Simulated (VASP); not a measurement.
# NiO (I4/mmm) in VASP: a series of runs

The runs below take NiO through electric field gradients, with PBE.

Everything below comes from runs of VASP 6.6.1. Logs are shortened: lines on timing, memory, paths and dates and some standing lists are left out, and cuts for length are marked.

## Step 1: The cell of the first run

Symmetry: I4/mmm, No. 139, tetragonal system. The conventional cell has a = 2.958 Å, b = 2.958 Å, c = 4.141 Å, α = 90.00°, β = 90.00°, γ = 90.00°. Ni (site symmetry 4/mmm) has 6 O at 2.07 to 2.09 Å within 2.7 Å. Within 2.7 Å of O (site symmetry 4/mmm) lie 6 Ni at 2.07 to 2.09 Å.

## Step 2: Electric field gradients, PBE, collinear spin, ferromagnetic start (zz strain of -1 %)

File INCAR:

```
PREC = Accurate
ENCUT = 520
EDIFF = 1E-8
ISMEAR = -1
SIGMA = 0.03
LREAL = False
LASPH = True
NELM = 150
ALGO = Normal
ISIF = 2
LWAVE = False
LCHARG = False
ISPIN = 2
MAGMOM = 1.5 0
LORBIT = 11
LMAXMIX = 4
GGA = PE
LEFG = True
NBANDS = 19
```

File KPOINTS:

```
Automatic mesh
0
Gamma
  17 17 17
```

File POSCAR:

```
NiO
1.0
    0.0000000000      2.0913100000      2.0703969000
    2.0913100000      0.0000000000      2.0703969000
    2.0913100000      2.0913100000      0.0000000000
Ni O
1 1
Direct
    0.0000000000      0.0000000000      0.0000000000
    0.5000000000      0.5000000000      0.5000000000
```

Potentials or basis: VASP PAW PBE potentials, release 64 (Ni, O).

On the command line:

```sh
$ cat potpaw_PBE.64/Ni/POTCAR potpaw_PBE.64/O/POTCAR > POTCAR
$ mpirun -np 1 vasp_std > vasp.out
```

OUTCAR:

```text
PREC = Accurate
   ENCUT = 520
   EDIFF = 1E-8
   ISMEAR = -1
   LREAL = False
   LASPH = True
   NELM = 150
   ISIF = 2
   ISPIN = 2
   LORBIT = 11
   GGA = PE

 ion  position               nearest neighbor table
   1  0.000  0.000  0.000-   2 2.07   2 2.07   2 2.09   2 2.09   2 2.09   2 2.09
   2  0.500  0.500  0.500-   1 2.07   1 2.07   1 2.09   1 2.09   1 2.09   1 2.09

  LATTYP: Found a body centered tetragonal cell.
 ALAT       =     2.9575589651
 C/A-ratio  =     1.4000714267

  Lattice vectors:

 A1 = (   0.0000000000,  -2.0913100000,  -2.0703969000)
 A2 = (   0.0000000000,   2.0913100000,  -2.0703969000)
 A3 = (   2.0913100000,   0.0000000000,   2.0703969000)

Analysis of symmetry for initial positions (statically):
=====================================================================
 Subroutine PRICEL returns:
 Original cell was already a primitive cell.

 Routine SETGRP: Setting up the symmetry group for a
 body centered tetragonal supercell.

 Subroutine GETGRP returns: Found 16 space group operations
 (whereof 16 operations were pure point group operations)
 out of a pool of 16 trial point group operations.

The static configuration has the point symmetry D_4h.

Analysis of symmetry for dynamics (positions and initial velocities):
=====================================================================
 Subroutine PRICEL returns:
 Original cell was already a primitive cell.

 Routine SETGRP: Setting up the symmetry group for a
 body centered tetragonal supercell.

 Subroutine GETGRP returns: Found 16 space group operations
 (whereof 16 operations were pure point group operations)
 out of a pool of 16 trial point group operations.

The dynamic configuration has the point symmetry D_4h.

Analysis of structural, dynamic, and magnetic symmetry:
=====================================================================
 Subroutine PRICEL returns:
 Original cell was already a primitive cell.

 Routine SETGRP: Setting up the symmetry group for a
 body centered tetragonal supercell.

 Subroutine GETGRP returns: Found 16 space group operations
 (whereof 16 operations were pure point group operations)
 out of a pool of 16 trial point group operations.

The overall configuration has the point symmetry D_4h.

 Subroutine INISYM returns: Found 16 space group operations
 (whereof 16 operations are pure point group operations),
 and found     1 'primitive' translations

----------------------------------------------------------------------------------------

                                     Primitive cell

  volume of cell :      18.1101

  direct lattice vectors                    reciprocal lattice vectors
     0.000000000  2.091310000  2.070396900    -0.239084593  0.239084593  0.241499589
     2.091310000  0.000000000  2.070396900     0.239084593 -0.239084593  0.241499589
     2.091310000  2.091310000  0.000000000     0.239084593  0.239084593 -0.241499589

  length of vectors
     2.942808325  2.942808325  2.957558965     0.415505640  0.415505640  0.415505640

  position of ions in fractional coordinates (direct lattice)
     0.000000000  0.000000000  0.000000000
     0.500000000  0.500000000  0.500000000

  ion indices of the primitive-cell ions
   primitive index   ion index
                 1           1
                 2           2

----------------------------------------------------------------------------------------

 KPOINTS: Automatic mesh

Automatic generation of k-mesh.
 Grid dimensions read from file:
 generate k-points for:   17   17   17

 Generating k-lattice:
[... 53 lines left out ...]
   PREC   = accura    normal or accurate (medium, high low for compatibility)
   ISTART =      0    job   : 0-new  1-cont  2-samecut
   ICHARG =      2    charge: 1-file 2-atom 10-const
   ISPIN  =      2    spin polarized calculation?
   LNONCOLLINEAR =      F non collinear calculations
   LSORBIT =      F    spin-orbit coupling
   LASPH  =      T    aspherical Exc in radial PAW
   ENCUT  =  520.0 eV  38.22 Ry    6.18 a.u.   5.47  5.47  5.50*2*pi/ulx,y,z
   NELM   =    150;   NELMIN=  2; NELMDL= -5     # of ELM steps
   EDIFF  = 0.1E-07   stopping-criterion for ELM
   LREAL  =      F    real-space projection
   EDIFFG = 0.1E-06   stopping-criterion for IOM
   NSW    =      0    number of steps for IOM
   IBRION =     -1    ionic relax: 0-MD 1-quasi-New 2-CG
   NFREE  =      0    steps in history (QN), initial steepest desc. (CG)
   ISIF   =      2    stress and relaxation
   ISYM   =      2    0-nonsym 1-usesym 2-fastsym
   POTIM  = 0.5000    time-step for ionic-motion
   TEBEG  =    0.0;   TEEND  =   0.0 temperature during run
   PSTRESS=    0.0 pullay stress
   NELECT =      16.0000    total number of electrons
   NUPDOWN=      -1.0000    fix difference up-down
   EMIN   =  10.00;   EMAX   =-10.00  energy-range for DOS
   EFERMI =   0.00;   METHOD = LEGACY
   ISMEAR =    -1;   SIGMA  =   0.03  broadening in eV -4-tet -1-fermi 0-gaus
   EFERMI_NEDOS =   21; number of points for ismear=-14 and -15
   IALGO  =     38    algorithm
   IMIX   =      4    mixing-type and parameters
     AMIX     =   0.40;   BMIX     =  1.00
     AMIX_MAG =   1.60;   BMIX_MAG =  1.00
  volume/ion in A,a.u.               =       9.06        61.11
  Fermi-wavevector in a.u.,A,eV,Ry     =   1.570874  2.968521 33.574350  2.467645
  Thomas-Fermi vector in A             =   2.672542
   LORBIT       =     11    0 simple, 1 ext, 2 COOP (PROOUT), +10 PAW based schemes
   GGA     = PE    functional components
   LHFCALC =     F    Hartree Fock is set to
   AEXX    =    0.0000 exact exchange contribution
   IVDW    =     0    specifies the selected vdW correction
   LEPSILON=     F    determine dielectric tensor
   LRPA    =     F    only Hartree local field effects (RPA)
 spin polarized calculation
  energy-cutoff  :      520.00
  volume of cell :       18.11
 maximum number of plane-waves:       531
 NGX is ok and might be reduce to    24
   NGX = 11   NGY = 11   NGZ = 11

 number of electron      16.0000000 magnetization       1.6848233

 Free energy of the ion-electron system (eV)
  ---------------------------------------------------
  ext. energy  EPLUGINS =         0.00000000
  ---------------------------------------------------
  free energy    TOTEN  =       -11.46945695 eV

  energy without entropy =      -11.46591830  energy(sigma->0) =      -11.46768762

 E-fermi :   8.0094     XC(G=0): -12.7133

 val. band max:        8.0083926615   @ k =  -0.2353   0.0588   0.1765
 cond. band min:       8.0100545301   @ k =   0.3529   0.2353   0.0588
 fundamental gap:      0.0016618686
 Fermi energy:         8.0093977143

 spin component 1

 k-point     1 :       0.0000    0.0000    0.0000
  band No.  band energies     occupation
      1     -12.4495      1.00000
      2       4.8905      1.00000
      3       4.8982      1.00000
      4       4.9312      1.00000
      5       4.9642      1.00000
      6       4.9642      1.00000
[... 517 lines left out ...]
     18      36.1343      0.00000
     19      37.2444      0.00000

 [... further k-points ...]

 spin component 2

 k-point     1 :       0.0000    0.0000    0.0000
  band No.  band energies     occupation
      1     -12.0368      1.00000
      2       5.3985      1.00000
      3       5.4480      1.00000
      4       5.4480      1.00000
      5       6.1143      1.00000
      6       6.1145      1.00000
[... 517 lines left out ...]
     18      36.6828      0.00000
     19      37.8272      0.00000

 [... further k-points ...]
[... 5 lines left out ...]
  --------------------------------------------------------------------------------------
  -------------------------------------------------------------------------------------
  Total        0.6060738      0.6060738      0.7318963      0.0000000      0.0000000     -0.0000000
  in kB       53.6186270     53.6186270     64.7499885      0.0000000      0.0000000     -0.0000000
  external PRESSURE =      57.3290809 kB  Pullay stress =       0.0000000 kB

 VOLUME and BASIS-vectors are now :
 -----------------------------------------------------------------------------
  energy-cutoff  :      520.00
  volume of cell :       18.11
      direct lattice vectors                 reciprocal lattice vectors
     0.000000000  2.091310000  2.070396900    -0.239084593  0.239084593  0.241499589
     2.091310000  0.000000000  2.070396900     0.239084593 -0.239084593  0.241499589
     2.091310000  2.091310000  0.000000000     0.239084593  0.239084593 -0.241499589

 POSITION                                       TOTAL-FORCE (eV/Angst)
 -----------------------------------------------------------------------------------
      0.00000      0.00000      0.00000         0.000000      0.000000      0.000000
      2.09131      2.09131      2.07040        -0.000000     -0.000000      0.000000
 -----------------------------------------------------------------------------------
    total drift:                                0.000000     -0.000000     -0.000000

  FREE ENERGIE OF THE ION-ELECTRON SYSTEM (eV)
  ---------------------------------------------------
  free  energy   TOTEN  =       -11.4694569493 eV

  energy  without entropy=      -11.4659183005  energy(sigma->0) =      -11.46768762

 Electric field gradients (V/A^2)
---------------------------------------------------------------------
 ion       V_xx      V_yy      V_zz      V_xy      V_xz      V_yz
---------------------------------------------------------------------
   1       0.483     0.483    -0.967    -0.002    -0.002    -0.002
   2      -1.044    -1.044     2.089    -0.001    -0.002    -0.002
---------------------------------------------------------------------

 Electric field gradients after diagonalization (V/A^2)
 (convention: |V_zz| > |V_xx| > |V_yy|)
----------------------------------------------------------------------
 ion       V_xx      V_yy      V_zz     asymmetry (V_yy - V_xx)/ V_zz
----------------------------------------------------------------------
   1       0.485     0.482    -0.967       0.003
   2      -1.046    -1.043     2.089       0.001
----------------------------------------------------------------------

           NMR quadrupolar parameters

 Cq : quadrupolar parameter    Cq=e*Q*V_zz/h
 eta: asymmetry parameters     (V_yy - V_xx)/ V_zz
 Q  : nuclear electric quadrupole moment in mb (millibarn)
----------------------------------------------------------------------
 ion       Cq(MHz)       eta       Q (mb)
----------------------------------------------------------------------
   1      -0.002       0.003       1.000
   2       0.005       0.001       1.000
----------------------------------------------------------------------

 total charge

# of ion       s       p       d       tot
------------------------------------------
    1        0.334   0.409   8.257   9.000
    2        1.557   3.423   0.000   4.981
--------------------------------------------------
tot          1.891   3.832   8.257  13.980

 magnetization (x)

# of ion       s       p       d       tot
------------------------------------------
    1        0.012   0.015   1.365   1.392
    2        0.028   0.224   0.000   0.252
--------------------------------------------------
tot          0.039   0.239   1.365   1.643
```

Run time: 2.8 min. Hardware: 1 thread of AMD EPYC 9R45 (Zen 5), shared host; peak memory 0.3 GiB.

Results:

```yaml
Free_energy: -11.4695 eV
Pressure: 5.7 GPa
Net_moment: 1.68 μB per cell
Site_moments: Ni +1.39; O +0.25 μB
Valence_electrons_inside_the_program's_atomic_spheres: Ni 9.00; O 4.98
```

Electric field gradients, principal values (V/Å²):
| atom | least | middle | greatest (by size) |
| --- | --- | --- | --- |
| 1 Ni | 0.482 | 0.485 | -0.967 |
| 2 O | -1.043 | -1.046 | 2.089 |

Caveat: the cell differs from its parent crystal (zz strain of -1 %); without QUAD_EFG the Cq values of the log hold for a quadrupole moment of 1 mb, not for the nuclei; a cell with one magnetic atom can't hold antiferromagnetic order, which such compounds often take; semilocal functionals often make such compounds metallic where correlation or magnetic order opens a gap, which also shifts bond lengths.

## Step 3: Electric field gradients, PBE, collinear spin, ferromagnetic start (zz strain of -1 %)

File INCAR:

```
SYSTEM = NiO
PREC     = Accurate       ! precision mode
ENCUT    = 520            ! plane-wave cutoff, eV
EDIFF    = 1E-8           ! SCF threshold, eV
ISMEAR   = -1             ! smearing method
SIGMA    = 0.03           ! smearing width, eV
LREAL    = .False.        ! projectors in reciprocal space
LASPH    = .True.         ! aspherical terms in the spheres
NELM     = 150            ! most SCF steps
ALGO     = Normal         ! electronic algorithm
ISIF     = 2              ! what is computed and relaxed
LWAVE    = .False.        ! write WAVECAR
LCHARG   = .False.        ! write CHGCAR
ISPIN    = 2              ! spin polarisation
MAGMOM   = 1.5 0          ! initial moments
LORBIT   = 11             ! projections on sites
LMAXMIX  = 4              ! l up to which the mixer works
GGA      = PE             ! functional
LEFG     = .True.       
NBANDS   = 19             ! bands
```

File KPOINTS:

```
Automatic mesh
0
Gamma
  17 17 17
  0 0 0
```

POSCAR is that of step 2.

Potentials or basis: VASP PAW PBE potentials, release 64 (Ni, O).

On the command line:

```sh
$ cat potpaw_PBE.64/Ni/POTCAR potpaw_PBE.64/O/POTCAR > POTCAR
$ mpirun -np 1 vasp_std > vasp.out
```

OUTCAR:

```text
SYSTEM = NiO
   PREC = Accurate
   ENCUT = 520
   EDIFF = 1E-8
   ISMEAR = -1
   LREAL = .False.
   LASPH = .True.
   NELM = 150
   ISIF = 2
   ISPIN = 2
   LORBIT = 11
   GGA = PE

 ion  position               nearest neighbor table
   1  0.000  0.000  0.000-   2 2.07   2 2.07   2 2.09   2 2.09   2 2.09   2 2.09
   2  0.500  0.500  0.500-   1 2.07   1 2.07   1 2.09   1 2.09   1 2.09   1 2.09

  LATTYP: Found a body centered tetragonal cell.
 ALAT       =     2.9575589651
 C/A-ratio  =     1.4000714267

  Lattice vectors:

 A1 = (   0.0000000000,  -2.0913100000,  -2.0703969000)
 A2 = (   0.0000000000,   2.0913100000,  -2.0703969000)
 A3 = (   2.0913100000,   0.0000000000,   2.0703969000)

Analysis of symmetry for initial positions (statically):
=====================================================================
 Subroutine PRICEL returns:
 Original cell was already a primitive cell.

 Routine SETGRP: Setting up the symmetry group for a
 body centered tetragonal supercell.

 Subroutine GETGRP returns: Found 16 space group operations
 (whereof 16 operations were pure point group operations)
[... 1274 lines left out ...]

  FREE ENERGIE OF THE ION-ELECTRON SYSTEM (eV)
  ---------------------------------------------------
  free  energy   TOTEN  =       -11.4694569493 eV

  energy  without entropy=      -11.4659183005  energy(sigma->0) =      -11.46768762

 Electric field gradients (V/A^2)
---------------------------------------------------------------------
 ion       V_xx      V_yy      V_zz      V_xy      V_xz      V_yz
---------------------------------------------------------------------
   1       0.483     0.483    -0.967    -0.002    -0.002    -0.002
   2      -1.044    -1.044     2.089    -0.001    -0.002    -0.002
---------------------------------------------------------------------

 Electric field gradients after diagonalization (V/A^2)
 (convention: |V_zz| > |V_xx| > |V_yy|)
----------------------------------------------------------------------
 ion       V_xx      V_yy      V_zz     asymmetry (V_yy - V_xx)/ V_zz
----------------------------------------------------------------------
   1       0.485     0.482    -0.967       0.003
   2      -1.046    -1.043     2.089       0.001
----------------------------------------------------------------------

           NMR quadrupolar parameters

 Cq : quadrupolar parameter    Cq=e*Q*V_zz/h
 eta: asymmetry parameters     (V_yy - V_xx)/ V_zz
 Q  : nuclear electric quadrupole moment in mb (millibarn)
----------------------------------------------------------------------
 ion       Cq(MHz)       eta       Q (mb)
----------------------------------------------------------------------
   1      -0.002       0.003       1.000
   2       0.005       0.001       1.000
----------------------------------------------------------------------

 total charge

# of ion       s       p       d       tot
------------------------------------------
    1        0.334   0.409   8.257   9.000
    2        1.557   3.423   0.000   4.981
--------------------------------------------------
tot          1.891   3.832   8.257  13.980

 magnetization (x)

# of ion       s       p       d       tot
------------------------------------------
    1        0.012   0.015   1.365   1.392
    2        0.028   0.224   0.000   0.252
--------------------------------------------------
tot          0.039   0.239   1.365   1.643
```

OSZICAR:

```text
N       E                     dE             d eps       ncg     rms          rms(c)
DAV:   1     0.847633597679E+02    0.84763E+02   -0.70332E+03 32969   0.104E+03
DAV:   2    -0.852119651934E+01   -0.93285E+02   -0.81620E+02 31868   0.237E+02
DAV:   3    -0.136759768792E+02   -0.51548E+01   -0.49197E+01 35242   0.562E+01
DAV:   4    -0.137229678448E+02   -0.46991E-01   -0.46937E-01 34477   0.521E+00
DAV:   5    -0.137236910775E+02   -0.72323E-03   -0.72318E-03 35170   0.639E-01    0.152E+01
DAV:   6    -0.126462448094E+02    0.10774E+01   -0.12142E+01 39988   0.603E+01    0.183E+01
DAV:   7    -0.114988579998E+02    0.11474E+01   -0.40576E+00 39290   0.471E+01    0.627E+00
DAV:   8    -0.114684586461E+02    0.30399E-01   -0.20693E-01 39768   0.706E+00    0.378E+00
DAV:   9    -0.114693447525E+02   -0.88611E-03   -0.28727E-02 46361   0.275E+00    0.972E-01
DAV:  10    -0.114693959254E+02   -0.51173E-04   -0.42589E-03 33471   0.632E-01    0.197E-01
DAV:  11    -0.114694433576E+02   -0.47432E-04   -0.11920E-04 38128   0.138E-01    0.984E-02
DAV:  12    -0.114694565802E+02   -0.13223E-04   -0.39600E-05 41176   0.156E-01    0.272E-02
DAV:  13    -0.114694570380E+02   -0.45781E-06   -0.62372E-06 33556   0.217E-02    0.111E-02
DAV:  14    -0.114694567400E+02    0.29803E-06   -0.90118E-07 41450   0.161E-02    0.373E-03
DAV:  15    -0.114694569239E+02   -0.18398E-06   -0.37166E-07 40464   0.833E-03    0.909E-04
DAV:  16    -0.114694569451E+02   -0.21166E-07   -0.29548E-08 31732   0.190E-03    0.630E-04
DAV:  17    -0.114694569493E+02   -0.42114E-08   -0.60306E-09 23558   0.121E-03
   1 F= -.11469457E+02 E0= -.11467688E+02  d E =-.353865E-02  mag=     1.6848
```

It took 2.6 min on 1 thread of AMD EPYC 9R45 (Zen 5), shared host; peak memory 0.3 GiB.

What came out:

```
Free energy                                           : -11.4695 eV
Pressure                                              : 5.7 GPa
Net moment                                            : 1.68 μB per cell
Site moments                                          : Ni +1.39; O +0.25 μB
Valence electrons inside the program's atomic spheres : Ni 9.00; O 4.98
```

Levels at points of the mesh, in eV from the Fermi level:
Spin up:
| k point | band 7 | band 8 | band 9 | band 10 | band 11 | band 12 |
| --- | --- | --- | --- | --- | --- | --- |
| (0.00, 0.00, 0.00) | -2.68 | -2.68 | -2.63 | 1.54 | 17.84 | 18.94 |
Spin down:
| k point | band 3 | band 4 | band 5 | band 6 | band 7 | band 8 | band 9 | band 10 | band 11 | band 12 |
| --- | --- | --- | --- | --- | --- | --- | --- | --- | --- | --- |
| (0.00, 0.00, 0.00) | -2.56 | -2.56 | -1.90 | -1.89 | -1.85 | -0.67 | -0.67 | 1.88 | 17.79 | 19.15 |

Electric field gradients, principal values (V/Å²):
```
atom   least  middle  greatest (by size)
1 Ni   0.482   0.485              -0.967
 2 O  -1.043  -1.046               2.089
```

Caveat: the cell differs from its parent crystal (zz strain of -1 %); without QUAD_EFG the Cq values of the log hold for a quadrupole moment of 1 mb, not for the nuclei; a cell with one magnetic atom can't hold antiferromagnetic order, which such compounds often take; semilocal functionals often make such compounds metallic where correlation or magnetic order opens a gap, which also shifts bond lengths.

(Continued in part 2 of 2.)
